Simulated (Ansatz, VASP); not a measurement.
One calculation of Pt, two programs

```
Pt
1.0
     2.75445    0.00000    0.00000
    -1.37723    2.38543    0.00000
     0.00000    0.00000    4.71677
Pt
2
Direct
  0.66667 0.33333 0.75000
  0.33333 0.66667 0.25000
```

Alike in both runs: functional BLYP; dispersion D3(BJ); k mesh 11 × 11 × 6; occupations fermi-dirac, width 0.1 eV; no spin polarisation.

Ansatz relaxed the structure, and its values are those at the end. VASP's run is a single point on that final structure, the one shown.

|  | VASP | Ansatz |
| --- | --- | --- |
| version | VASP 6.6.1 | Ansatz 0.2.0 |
| potentials or method | VASP PAW PBE potentials, release 64 (Pt_sv_GW) | plane waves, PAW |
| plane-wave cutoff (eV) | 570 | 420 |
| valence electrons in the cell | 36 | 36 |

|  | VASP | Ansatz | Ansatz less VASP |
| --- | --- | --- | --- |
| pressure (GPa) | -0.2 | 0.0 | +0.22 |

VASP's potentials were made for PBE, not for BLYP.

Neither program's run includes spin-orbit coupling.
